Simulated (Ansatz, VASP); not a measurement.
# One calculation of MgO, two programs

The input POSCAR:

```
MgO
1.0
    2.6233491278      0.0000000000      0.0000000000
    0.0000000000      2.6233491278      0.0000000000
    0.0000000000      0.0000000000      2.7736670328
Mg O
1 1
Direct
    0.0000000000      0.0000000000      0.0000000000
    0.5000000000      0.5000000000      0.5000000000
```

Contents of INCAR.step1:

```
SYSTEM = MgO
PREC = Accurate
ENCUT = 660
ISMEAR = 0
SIGMA = 0.01
LREAL = .False.
LASPH = .True.
NELM = 120
NBANDS = 15
GGA = PE
ALGO = Normal
EDIFF = 1E-5
LWAVE = .True.
LCHARG = .False.
GGA_COMPAT = .False.
```

Contents of INCAR.step2:

```
SYSTEM = MgO
PREC = Accurate
ENCUT = 660
EDIFF = 1E-6
ISMEAR = 0
SIGMA = 0.01
LREAL = .False.
LASPH = .True.
NELM = 120
ALGO = Normal
ISIF = 2
LWAVE = .False.
LCHARG = .False.
METAGGA = R2SCAN
LMIXTAU = .True.
NBANDS = 15
ISTART = 1
GGA_COMPAT = .False.
```

KPOINTS

```
Automatic mesh
0
Gamma
  10 10 10
  0 0 0
```

Input for Ansatz:

```yaml
crystal:
  lattice:
    - [2.6233491278, 0.0, 0.0]
    - [0.0, 2.6233491278, 0.0]
    - [0.0, 0.0, 2.7736670328]
  atoms:
    - { symbol: Mg, position: [0.0, 0.0, 0.0] }
    - { symbol: O, position: [0.5, 0.5, 0.5] }
kpoints:
  mp_grid: { grid: [10, 10, 10] }
  band_path:
    path:
      - [0.0, 0.0, 0.0]
      - [0.0, 0.5, 0.0]
      - [0.5, 0.5, 0.0]
      - [0.5, 0.5, 0.5]
      - [0.0, 0.5, 0.5]
    npoints: 1
hamiltonian:
  xc: r2scan
scf:
  occupations: { method: fixed }
  n_extra_bands: 4
output:
  forces: true
  stress: true
  eigenvalues: true
```

Change from the starting cell: uniaxial_z strain +5.7%.

Alike in both runs: task single point; functional r2SCAN; k mesh 10 × 10 × 10; no spin polarisation.

|  | VASP | Ansatz |
| --- | --- | --- |
| version | VASP 6.6.1 | Ansatz 0.2.0 |
| potentials or method | VASP PAW PBE potentials, release 64 (Mg_sv, O) | plane waves, PAW |
| plane-wave cutoff (eV) | 660 | 500 |
| occupations | gaussian, width 0.01 eV | fixed |
| valence electrons in the cell | 16 | 16 |

Ansatz gave:

```
gap on the k mesh at the Fermi level (eV)                     : 2.65
pressure (GPa)                                                : -7.4
traceless stress, the component that is largest in VASP (GPa) : -23.56
```

Q: What did VASP give for the same quantities?

A: gap on the k mesh at the Fermi level (eV): 2.70; pressure (GPa): -7.9; traceless stress, the component that is largest in VASP (GPa): -23.68.

VASP's potentials were made for PBE, not for r2SCAN.
